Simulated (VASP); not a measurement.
Tl, 1 atom in the cell. The typed cell holds 1 atom: a = 3.440 Å, b = 3.440 Å, c = 3.440 Å, α = 109.45°, β = 109.45°, γ = 109.52°. This isn't the form of Tl at room conditions, which is hcp.

```yaml
Program: VASP 6.6.1
Task: single point
Functional: PBE
Potentials_or_basis: VASP PAW PBE potentials, release 64 (Tl_d)
Cutoff: 520 eV
k_mesh: 14 × 14 × 14
Occupations: gaussian, width 0.1 eV
Spin: no spin polarisation
Dipole_correction: no
Further_INCAR_settings: ALGO = Normal; EDIFF = 1e-06; NBANDS = 12
```

Potentials or basis: VASP PAW PBE potentials, release 64 (Tl_d).

Launch:

```console
$ cat potpaw_PBE.64/Tl_d/POTCAR > POTCAR
$ mpirun -np 1 vasp_std > vasp.out
```

Hardware: 1 thread of Intel(R) Xeon(R) Platinum 8259CL CPU @ 2.50GHz (Skylake/Cascade Lake), with other jobs on the host.

Task: How long does it take, and how much memory?

Result: Run time: 67 s on 1 thread of Intel(R) Xeon(R) Platinum 8259CL CPU @ 2.50GHz (Skylake/Cascade Lake) (shared host), peak memory 0.22 GiB. Counts: scf iterations 11, k points 244.
